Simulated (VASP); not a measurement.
# V (P6_3/mmc) in VASP: notebook, part 2 of 2

VASP 6.6.1.

## Step 5: Relaxation of cell and atoms, PBE

This run uses another cell than the first one, of 13.84 Å³/atom, 0.873 times its volume.

The input, INCAR:

```
SYSTEM = V
PREC = Accurate ; ENCUT = 600
EDIFF = 1E-6 ; ISMEAR = 0
SIGMA = 0.1 ; LREAL = .False.
LASPH = .True. ; NELM = 100
ALGO = Normal ; ISIF = 3
LWAVE = .False. ; LCHARG = .False.
GGA = PE ; IBRION = 2
NSW = 100 ; EDIFFG = -0.01
```

The input, KPOINTS:

```
regular mesh
0
Gamma
  21 21 6
  0 0 0
```

The input, POSCAR:

```
V
1.0
    2.6446863934      0.0000000000      0.0000000000
   -1.3223431967      2.2903656017      0.0000000000
    0.0000000000      0.0000000000      9.1425921673
V
4
Direct
    0.0000000000      0.0000000000      0.0000000000
    0.0000000000      0.0000000000      0.5000000000
    0.3333333333      0.6666666667      0.7500000000
    0.6666666667      0.3333333333      0.2500000000
```

Run with:

```console
> cat potpaw_PBE.64/V_sv/POTCAR > POTCAR
> mpirun -np 1 vasp_std > vasp.out
```

Run time: 15 min. Hardware: 1 thread of Intel Xeon Platinum 8488C (Sapphire Rapids), shared host; peak memory 0.44 GiB.

The run converged. Its results:

```
Free energy                            : -35.0405 eV
Relaxed volume                         : 13.87 Å³/atom
Relaxed cell                           : a = 2.638 Å, b = 2.638 Å, c = 9.207 Å, α = 90.00°, β = 90.00°, γ = 120.00°
Space group after relaxing (to 0.05 Å) : P6_3/mmc (No. 194)
Energy gained by relaxing              : 0.2 meV/atom
Ionic steps                            : 5
Pressure after relaxing                : 0.0 GPa
Band gap on the k mesh                 : zero (band 26 reaches 10.11 eV, above the bottom of band 27 at 9.11 eV)
```

Step by step:
```csv
step,energy change (eV),largest force (eV/Å),pressure (GPa),volume (Å³)
1,0.0000,0.0000,0.30,55.38
2,-0.0003,0.0000,-0.36,55.59
3,-0.0004,0.0000,-0.29,55.55
4,-0.0007,0.0000,-0.17,55.51
5,-0.0009,0.0000,-0.04,55.47
```

Final structure:
```
CELL_PARAMETERS angstrom
2.63761 0.00000 0.00000
-1.31880 2.28423 0.00000
0.00000 0.00000 9.20673
ATOMIC_POSITIONS crystal
V 0.00000 0.00000 0.00000
V 0.00000 0.00000 0.50000
V 0.33333 0.66667 0.75000
V 0.66667 0.33333 0.25000
```

Levels at points of the mesh, in eV from the Fermi level:
```tsv
k point	band 23	band 24	band 25	band 26	band 27	band 28	band 29	band 30
(0.00, 0.00, 0.00)	-0.32	0.13	0.20	0.20	0.25	0.25	0.49	0.49
(0.00, 0.00, 0.50)	-0.52	-0.52	0.26	0.26	0.26	0.26	0.46	0.46
```

## Step 6: Single point, PBE, collinear spin, ferromagnetic start

This run uses another cell than the first one: it holds 2 atoms, not 4.

The input, INCAR:

```
  ALGO = Normal
  EDIFF = 1E-6
  ENCUT = 520
  GGA = PE
  ISIF = 2
  ISMEAR = 0
  ISPIN = 2
  LASPH = T
  LCHARG = F
  LMAXMIX = 4
  LORBIT = 11
  LREAL = F
  LWAVE = F
  MAGMOM = 2 2
  NBANDS = 24
  NELM = 150
  PREC = Accurate
  SIGMA = 0.1
```

The input, KPOINTS:

```
k-points
0
Gamma
  9 9 4
```

The input, POSCAR:

```
V
1.0
    2.7820201497      0.0000000000      0.0000000000
   -1.3910100748      2.4093001234      0.0000000000
    0.0000000000      0.0000000000      4.5153660373
V
2
Direct
    0.3333333333      0.6666666667      0.2500000000
    0.6666666667      0.3333333333      0.7500000000
```

Potentials or basis: VASP PAW PBE potentials, release 64 (V_sv).

Run with:

```console
> cat potpaw_PBE.64/V_sv/POTCAR > POTCAR
> mpirun -np 1 vasp_std > vasp.out
```

It took 27 s on 1 thread of Intel Xeon 6975P-C (Granite Rapids), shared host; peak memory 0.18 GiB.

The run converged. Its results:

```
Free energy                                           : -17.3050 eV
Pressure                                              : -12.7 GPa
Band gap on the k mesh                                : zero (filled and empty bands overlap)
Net moment                                            : 0.00 μB per cell
Valence electrons inside the program's atomic spheres : V 11.48
```

Stress tensor (GPa, compression positive):
```
-15.62   0.00   0.00
  0.00 -15.62   0.00
  0.00   0.00  -6.87
```

Levels at points of the mesh, in eV from the Fermi level:
Spin up:
```
           k point  band 9  band 10  band 11  band 12  band 13  band 14  band 15  band 16  band 17  band 18
(0.00, 0.00, 0.00)   -6.68    -3.12     0.14     0.14     0.17     0.57     0.57     0.59     1.11     1.11
(0.00, 0.00, 0.50)   -4.77    -4.77    -0.47    -0.47     0.09     0.09     0.09     0.09     2.11     2.11
```
Spin down:
| k point | band 11 | band 12 | band 13 | band 14 | band 15 | band 16 |
| --- | --- | --- | --- | --- | --- | --- |
| (0.00, 0.00, 0.00) | 0.14 | 0.14 | 0.17 | 0.57 | 0.57 | 0.59 |
| (0.00, 0.00, 0.50) | -0.47 | -0.47 | 0.09 | 0.09 | 0.09 | 0.09 |

## Step 7: Single point, PBE

This run uses another cell than the first one, of 13.96 Å³/atom, 0.880 times its volume.

The input, INCAR:

```
SYSTEM = V
  PREC = Accurate
  ENCUT = 520
  EDIFF = 1E-6
  ISMEAR = 0
  SIGMA = 0.1
  LREAL = .FALSE.
  LASPH = .TRUE.
  NELM = 100
  ALGO = Fast
  ISIF = 2
  LWAVE = .FALSE.
  LCHARG = .FALSE.
  GGA = PE
  NBANDS = 34
```

The input, KPOINTS:

```
regular mesh
0
G
  18 18 6
  0 0 0
```

The input, POSCAR:

```
V
1.0
    2.7725670890      0.0000000000      0.0000000000
   -1.3862835445      2.4011135328      0.0000000000
    0.0000000000      0.0000000000      8.3861985179
V
4
Direct
    0.3333333333      0.6666666667      0.3808636140
    0.6666666667      0.3333333333      0.8808636140
    0.6666666667      0.3333333333      0.6191363860
    0.3333333333      0.6666666667      0.1191363860
```

Run with:

```console
> cat potpaw_PBE.64/V_sv/POTCAR > POTCAR
> mpirun -np 1 vasp_std > vasp.out
```

Run time: 9.2 min. Hardware: 1 thread of Oxide Virtual Turin-like, shared host; peak memory 0.29 GiB.

Results (log left out):

```
Free energy            : -34.3390 eV
Pressure               : 0.5 GPa
Largest force          : 0.087 eV/Å
Band gap on the k mesh : zero (band 26 reaches 9.76 eV, above the bottom of band 27 at 9.63 eV)
```

Forces on the atoms (eV/Å):
```
V    0.000  0.000  0.087
V    0.000  0.000  0.087
V    0.000  0.000 -0.087
V    0.000  0.000 -0.087
```

Stress tensor (GPa, compression positive):
```
0.14 0.00 0.00
0.00 0.14 0.00
0.00 0.00 1.28
```

Levels at points of the mesh, in eV from the Fermi level:
```
           k point  band 24  band 25  band 26  band 27  band 28  band 29
(0.00, 0.00, 0.00)    -0.31    -0.28    -0.28     0.33     0.33     0.54
(0.50, 0.00, 0.00)    -1.18    -0.69    -0.66     1.06     1.07     1.11
(0.00, 0.00, 0.50)    -0.10    -0.10    -0.10     0.07     0.07     0.07
(0.50, 0.00, 0.50)    -1.11    -0.22    -0.22     0.39     0.39     1.83
```

## Step 8: Summary

| task | spin | cell | k mesh | cutoff (eV) | gap on the mesh (eV) | pressure (GPa) | relaxed volume (Å³/atom) |
| --- | --- | --- | --- | --- | --- | --- | --- |
| single point | off | a = 4.224, b = 4.224, c = 4.106 Å, angles 90.0, 90.0, 120.0°, 4 atoms | 6 × 6 × 4 | 520 | none | 0.7 | - |
| relaxation of cell and atoms | off | relaxed from a = 4.220, b = 4.220, c = 4.044 Å, angles 90.0, 90.0, 120.0°, 4 atoms | 6 × 6 × 4 | 600 | none | 0.0 | 15.92 |
| relaxation of cell and atoms | off | relaxed from a = 4.224, b = 4.224, c = 4.106 Å, angles 90.0, 90.0, 120.0°, 4 atoms | 12 × 12 × 10 | 600 | none | 0.1 | 15.92 |
| relaxation of cell and atoms | off | relaxed from a = 2.645, b = 2.645, c = 9.143 Å, angles 90.0, 90.0, 120.0°, 4 atoms | 21 × 21 × 6 | 600 | none | 0.0 | 13.87 |
| single point | collinear, ferromagnetic start | a = 2.782, b = 2.782, c = 4.515 Å, angles 90.0, 90.0, 120.0°, 2 atoms | 9 × 9 × 4 | 520 | none | -12.7 | - |
| single point | off | a = 2.773, b = 2.773, c = 8.386 Å, angles 90.0, 90.0, 120.0°, 4 atoms | 18 × 18 × 6 | 520 | none | 0.5 | - |

Alike in all rows: level PBE; potentials or basis VASP PAW PBE potentials, release 64 (V_sv); smearing gaussian 0.1 eV.

Caveats: some runs use coarse meshes.

Total energies depend on the potentials used, so only differences within one code and one set of settings carry meaning.
